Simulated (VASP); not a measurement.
# InSe in VASP: a series of runs

InSe is run at these levels: PBE+D3(BJ); tasks: single point.

Program: VASP 6.6.1. These are calculated values, not measurements. Logs are shortened: lines on timing, memory, paths and dates and some standing lists are left out, and cuts for length are marked.

## Step 1: The cell of the first run

The cell holds a slab with vacuum, 4 atoms: a = 3.825 Å, b = 3.825 Å, c = 36.721 Å, α = 90.00°, β = 90.00°, γ = 120.00°.

## Step 2: Single point, PBE+D3(BJ)

File INCAR:

```
PREC     = Accurate       # precision mode
ENCUT    = 520            # plane-wave cutoff, eV
EDIFF    = 1E-6           # SCF threshold, eV
ISMEAR   = 0              # smearing method
SIGMA    = 0.02           # smearing width, eV
LREAL    = F              # projectors in reciprocal space
LASPH    = T              # aspherical terms in the spheres
NELM     = 80             # most SCF steps
ALGO     = Normal         # electronic algorithm
ISIF     = 2              # what is computed and relaxed
LWAVE    = F              # write WAVECAR
LCHARG   = F              # write CHGCAR
LDIPOL   = T            
IDIPOL   = 3            
DIPOL    = 0.5 0.5 0.500
GGA      = PE             # functional
IVDW     = 12             # dispersion correction
NBANDS   = 27             # bands
```

File KPOINTS:

```
regular mesh
0
Gamma
  9 9 1
```

File POSCAR:

```
InSe
1.0
    3.8250000000      0.0000000000      0.0000000000
   -1.9125000000      3.3125471695      0.0000000000
    0.0000000000      0.0000000000     36.7211901288
Se In
2 2
Direct
    0.0000000000      0.0000000000      0.4314289814
    0.0000000000      0.0000000000      0.5685432738
    0.6666666667      0.3333333333      0.4644126644
    0.6666666667      0.3333333333      0.5355596410
```

Potentials or basis: VASP PAW PBE potentials, release 64 (Se, In_d).

The run is started by

```
$ cat potpaw_PBE.64/Se/POTCAR potpaw_PBE.64/In_d/POTCAR > POTCAR
$ mpirun -np 1 vasp_std > vasp.out
```

OUTCAR:

```text
PREC = Accurate
   ENCUT = 520
   EDIFF = 1E-6
   ISMEAR = 0
   LREAL = F
   LASPH = T
   NELM = 80
   ISIF = 2
   GGA = PE
   IVDW = 12
 IVDW          = 12

 ion  position               nearest neighbor table
   1  0.000  0.000  0.431-   3 2.52   3 2.52   3 2.52
   2  0.000  0.000  0.569-   4 2.52   4 2.52   4 2.52
   3  0.667  0.333  0.464-   1 2.52   1 2.52   1 2.52   4 2.61
   4  0.667  0.333  0.536-   2 2.52   2 2.52   2 2.52   3 2.61

  LATTYP: Found a hexagonal cell.
 ALAT       =     3.8250000000
 C/A-ratio  =     9.6003111448

  Lattice vectors:

 A1 = (   3.8250000000,   0.0000000000,   0.0000000000)
 A2 = (  -1.9125000000,   3.3125471695,   0.0000000000)
 A3 = (   0.0000000000,   0.0000000000,  36.7211901288)

Analysis of symmetry for initial positions (statically):
=====================================================================
 Subroutine PRICEL returns:
 Original cell was already a primitive cell.

 Routine SETGRP: Setting up the symmetry group for a
 hexagonal supercell.

 Subroutine GETGRP returns: Found 12 space group operations
 (whereof  6 operations were pure point group operations)
 out of a pool of 24 trial point group operations.

The static configuration has the point symmetry C_3v.
 The point group associated with its full space group is D_3h.

Analysis of symmetry for dynamics (positions and initial velocities):
=====================================================================
 Subroutine PRICEL returns:
 Original cell was already a primitive cell.

 Routine SETGRP: Setting up the symmetry group for a
 hexagonal supercell.

 Subroutine GETGRP returns: Found 12 space group operations
 (whereof  6 operations were pure point group operations)
 out of a pool of 24 trial point group operations.

The dynamic configuration has the point symmetry C_3v.
 The point group associated with its full space group is D_3h.

 Subroutine INISYM returns: Found 12 space group operations
 (whereof  6 operations are pure point group operations),
 and found     1 'primitive' translations

----------------------------------------------------------------------------------------

                                     Primitive cell

  volume of cell :     465.2756

  direct lattice vectors                    reciprocal lattice vectors
     3.825000000  0.000000000  0.000000000     0.261437908  0.150941247  0.000000000
    -1.912500000  3.312547170  0.000000000     0.000000000  0.301882494  0.000000000
     0.000000000  0.000000000 36.721190129     0.000000000  0.000000000  0.027232233

  length of vectors
     3.825000000  3.825000000 36.721190129     0.301882494  0.301882494  0.027232233

  position of ions in fractional coordinates (direct lattice)
     0.000000000  0.000000000  0.431428981
     0.000000000  0.000000000  0.568543274
     0.666666667  0.333333333  0.464412664
     0.666666667  0.333333333  0.535559641

  ion indices of the primitive-cell ions
   primitive index   ion index
                 1           1
                 2           2
                 3           3
                 4           4

----------------------------------------------------------------------------------------

 KPOINTS: regular mesh

Automatic generation of k-mesh.
 Grid dimensions read from file:
 generate k-points for:    9    9    1

 Generating k-lattice:

  Cartesian coordinates                     Fractional coordinates (reciprocal lattice)
     0.029048656  0.016771250  0.000000000     0.111111111  0.000000000  0.000000000
     0.000000000  0.033542499  0.000000000     0.000000000  0.111111111  0.000000000
     0.000000000  0.000000000  0.027232233     0.000000000  0.000000000  1.000000000

  Length of vectors
     0.033542499  0.033542499  0.027232233

  Shift w.r.t. Gamma in fractional coordinates (k-lattice)
     0.000000000  0.000000000  0.000000000

 Subroutine IBZKPT returns following result:
 ===========================================

 Found     12 irreducible k-points:

 Following reciprocal coordinates:
            Coordinates               Weight
  0.000000  0.000000  0.000000      1.000000
  0.111111 -0.000000  0.000000      6.000000
  0.222222  0.000000  0.000000      6.000000
  0.333333 -0.000000  0.000000      6.000000
  0.444444  0.000000  0.000000      6.000000
  0.111111  0.111111  0.000000      6.000000
  0.222222  0.111111  0.000000     12.000000
  0.333333  0.111111  0.000000     12.000000
  0.444444  0.111111  0.000000      6.000000
  0.222222  0.222222  0.000000      6.000000
  0.333333  0.222222  0.000000     12.000000
  0.333333  0.333333  0.000000      2.000000
   k-points           NKPTS =     12   k-points in BZ     NKDIM =     12   number of bands    NBANDS=     27
   number of dos      NEDOS =    301   number of ions     NIONS =      4
   total plane-waves  NPLWV = 219520
   dimension x,y,z NGX =    28 NGY =   28 NGZ =  280
   dimension x,y,z NGXF=    56 NGYF=   56 NGZF=  560
   ions per type =               2   2
   NGX,Y,Z   is equivalent  to a cutoff of  12.17, 12.17, 12.68 a.u.
   NGXF,Y,Z  is equivalent  to a cutoff of  24.34, 24.34, 25.35 a.u.
 SYSTEM =  unknown system
   PREC   = accura    normal or accurate (medium, high low for compatibility)
   ISTART =      0    job   : 0-new  1-cont  2-samecut
   ICHARG =      2    charge: 1-file 2-atom 10-const
   ISPIN  =      1    spin polarized calculation?
   LNONCOLLINEAR =      F non collinear calculations
   LSORBIT =      F    spin-orbit coupling
   LASPH  =      T    aspherical Exc in radial PAW
   ENCUT  =  520.0 eV  38.22 Ry    6.18 a.u.   7.11  7.11 68.28*2*pi/ulx,y,z
   NELM   =     80;   NELMIN=  2; NELMDL= -5     # of ELM steps
   EDIFF  = 0.1E-05   stopping-criterion for ELM
   LREAL  =      F    real-space projection
   EDIFFG = 0.1E-04   stopping-criterion for IOM
   NSW    =      0    number of steps for IOM
   IBRION =     -1    ionic relax: 0-MD 1-quasi-New 2-CG
   NFREE  =      0    steps in history (QN), initial steepest desc. (CG)
   ISIF   =      2    stress and relaxation
   ISYM   =      2    0-nonsym 1-usesym 2-fastsym
   POTIM  = 0.5000    time-step for ionic-motion
   TEBEG  =    0.0;   TEEND  =   0.0 temperature during run
   PSTRESS=    0.0 pullay stress
   NELECT =      38.0000    total number of electrons
   NUPDOWN=      -1.0000    fix difference up-down
   EMIN   =  10.00;   EMAX   =-10.00  energy-range for DOS
   EFERMI =   0.00;   METHOD = LEGACY
   ISMEAR =     0;   SIGMA  =   0.02  broadening in eV -4-tet -1-fermi 0-gaus
   EFERMI_NEDOS =   21; number of points for ismear=-14 and -15
   IALGO  =     38    algorithm
   IMIX   =      4    mixing-type and parameters
     AMIX     =   0.40;   BMIX     =  1.00
     AMIX_MAG =   1.60;   BMIX_MAG =  1.00
  volume/ion in A,a.u.               =     116.32       784.96
  Fermi-wavevector in a.u.,A,eV,Ry     =   0.710285  1.342244  6.864203  0.504505
  Thomas-Fermi vector in A             =   1.797092
   LORBIT       =      0    0 simple, 1 ext, 2 COOP (PROOUT), +10 PAW based schemes
   GGA     = PE    functional components
   LHFCALC =     F    Hartree Fock is set to
   AEXX    =    0.0000 exact exchange contribution
   IVDW    =    12    specifies the selected vdW correction
   LEPSILON=     F    determine dielectric tensor
   LRPA    =     F    only Hartree local field effects (RPA)
 non-spin polarized calculation
 Gauss-broadening in eV      SIGMA  =   0.02
  energy-cutoff  :      520.00
  volume of cell :      465.28
 maximum number of plane-waves:     12633
   NGX = 15   NGY = 15   NGZ =137

 dipolmoment           0.000000      0.000000      0.000000 electrons x Angstroem

 number of electron      37.9999993 magnetization

 dipolmoment           0.000000      0.000000     -0.000011 electrons x Angstroem

 Free energy of the ion-electron system (eV)
  ---------------------------------------------------
  ext. energy  EPLUGINS =         0.00000000
  ---------------------------------------------------
  free energy    TOTEN  =       -13.46147463 eV

  energy without entropy =      -13.46147463  energy(sigma->0) =      -13.46147463

 E-fermi :  -3.4132     XC(G=0):  -2.3879

 val. band max:       -3.5386166654   @ k =   0.1111   0.1111   0.0000
 cond. band min:      -1.3462825318   @ k =   0.0000   0.0000   0.0000
 fundamental gap:      2.1923341336
 Fermi energy:        -3.4132442464

 k-point     1 :       0.0000    0.0000    0.0000
  band No.  band energies     occupation
      1     -17.9401      2.00000
      2     -17.6302      2.00000
      3     -17.6302      2.00000
      4     -17.4823      2.00000
      5     -17.4823      2.00000
      6     -17.4725      2.00000
[... 19 lines left out ...]
     26       2.3460      0.00000
     27       2.5104      0.00000

 k-point     2 :       0.1111   -0.0000    0.0000
  band No.  band energies     occupation
      1     -17.9441      2.00000
      2     -17.7169      2.00000
      3     -17.6305      2.00000
      4     -17.6280      2.00000
      5     -17.4801      2.00000
      6     -17.4684      2.00000
[... 19 lines left out ...]
     26       2.5135      0.00000
     27       2.6093      0.00000

 k-point     3 :       0.2222    0.0000    0.0000
  band No.  band energies     occupation
      1     -17.9882      2.00000
      2     -17.8178      2.00000
      3     -17.8028      2.00000
      4     -17.6260      2.00000
      5     -17.4971      2.00000
      6     -17.4333      2.00000
[... 234 lines left out ...]
      1     -18.1371      2.00000
      2     -18.0004      2.00000
      3     -17.8306      2.00000
      4     -17.6607      2.00000
      5     -17.4953      2.00000
      6     -17.3922      2.00000
[... 19 lines left out ...]
     26       4.2985      0.00000
     27       4.5116      0.00000

 k-point    12 :       0.3333    0.3333    0.0000
  band No.  band energies     occupation
      1     -18.1426      2.00000
      2     -18.0100      2.00000
      3     -17.8290      2.00000
      4     -17.6708      2.00000
      5     -17.4817      2.00000
      6     -17.4043      2.00000
[... 19 lines left out ...]
     26       4.5869      0.00000
     27       4.8803      0.00000

------------------------ aborting loop because EDIFF is reached ----------------------------------------

 vacuum level on the upper side and lower side of the slab       (xc-potential included)        -0.019        -0.019

 Edisp (eV)   -1.03045

 E8    (eV) :    -0.4983

  FORCE on cell =-STRESS in cart. coord.  units (eV):
  Direction    XX          YY          ZZ          XY          YZ          ZX
  --------------------------------------------------------------------------------------
  -------------------------------------------------------------------------------------
  Total       7.41025     7.41025     7.59659     0.00000     0.00000     0.00000
  in kB      25.51722    25.51722    26.15889     0.00000     0.00000     0.00000
  external pressure =       25.73 kB  Pullay stress =        0.00 kB

 VOLUME and BASIS-vectors are now :
 -----------------------------------------------------------------------------
  energy-cutoff  :      520.00
  volume of cell :      465.28
      direct lattice vectors                 reciprocal lattice vectors
     3.825000000  0.000000000  0.000000000     0.261437908  0.150941247  0.000000000
    -1.912500000  3.312547170  0.000000000     0.000000000  0.301882494  0.000000000
     0.000000000  0.000000000 36.721190129     0.000000000  0.000000000  0.027232233

 POSITION                                       TOTAL-FORCE (eV/Angst)
 -----------------------------------------------------------------------------------
      0.00000      0.00000     15.84259         0.000000     -0.000000     -1.717412
      0.00000      0.00000     20.87759         0.000000     -0.000000      1.717412
      1.91250      1.10418     17.05379        -0.000000      0.000000      0.394000
      1.91250      1.10418     19.66639        -0.000000      0.000000     -0.394000
 -----------------------------------------------------------------------------------
    total drift:                                0.000000     -0.000000     -0.001445

  FREE ENERGIE OF THE ION-ELECTRON SYSTEM (eV)
  ---------------------------------------------------
  free  energy   TOTEN  =       -14.4919263636 eV

  energy  without entropy=      -14.4919263636  energy(sigma->0) =      -14.49192636

 vacuum level on the upper side and lower side of the slab         2.292         2.292
```

It took 5.1 min on 1 thread of Intel Xeon Platinum 8488C (Sapphire Rapids), shared host; peak memory 0.52 GiB.

Results:

```
Free energy                : -14.4919 eV
Largest force              : 1.717 eV/Å
Band gap on the k mesh     : 2.19 eV (least direct gap 2.31 eV)
Dispersion energy per atom : -0.258 eV
```

Forces in eV/Å, atoms in the order of the input:
```
Se   0.000  0.000 -1.717
Se   0.000  0.000  1.717
In   0.000  0.000  0.394
In   0.000  0.000 -0.394
```

Caveat: spin-orbit coupling is left out, which moves the levels of the heavy elements.

## Step 3: Single point, PBE+D3(BJ)

File INCAR:

```
PREC = Accurate
ENCUT = 520
EDIFF = 1E-7
ISMEAR = 0
SIGMA = 0.02
LREAL = False
LASPH = True
NELM = 60
ALGO = Normal
ISIF = 2
LWAVE = False
LCHARG = False
LDIPOL = True
IDIPOL = 3
DIPOL = 0.5 0.5 0.500
GGA = PE
IVDW = 12
NBANDS = 27
```

KPOINTS is that of step 2.

File POSCAR:

```
InSe
1.0
    3.8250000000      0.0000000000      0.0000000000
   -1.9125000000      3.3125471695      0.0000000000
    0.0000000000      0.0000000000     36.7211901288
Se In
2 2
Direct
    0.0000000000      0.0000000000      0.4282428102
    0.0000000000      0.0000000000      0.5717294451
    0.6666666667      0.3333333333      0.4627593992
    0.6666666667      0.3333333333      0.5372129085
```

Potentials or basis: VASP PAW PBE potentials, release 64 (Se, In_d).

The run is started by

```
$ cat potpaw_PBE.64/Se/POTCAR potpaw_PBE.64/In_d/POTCAR > POTCAR
$ mpirun -np 1 vasp_std > vasp.out
```

It took 5.5 min on 1 thread of Intel Xeon Platinum 8488C (Sapphire Rapids), shared host; peak memory 0.53 GiB.

It converged, with:

| Item | Value |
| --- | --- |
| Free energy | -14.7510 eV |
| Largest force | 1.187 eV/Å |
| Band gap on the k mesh | 2.25 eV (least direct gap 2.38 eV) |
| Dispersion energy per atom | -0.251 eV |

Forces on the atoms (eV/Å):
```
Se   0.000  0.000 -1.187
Se   0.000  0.000  1.187
In   0.000  0.000  0.861
In   0.000  0.000 -0.861
```

Levels at points of the mesh, in eV from the valence-band top:
```
           k point  band 16  band 17  band 18  band 19  band 20  band 21  band 22  band 23
(0.00, 0.00, 0.00)    -0.23    -0.15    -0.15    -0.13     2.25     3.46     5.55     5.61
```

Caveat: spin-orbit coupling is left out, which moves the levels of the heavy elements.

(Part 1 of 3 ends here.)
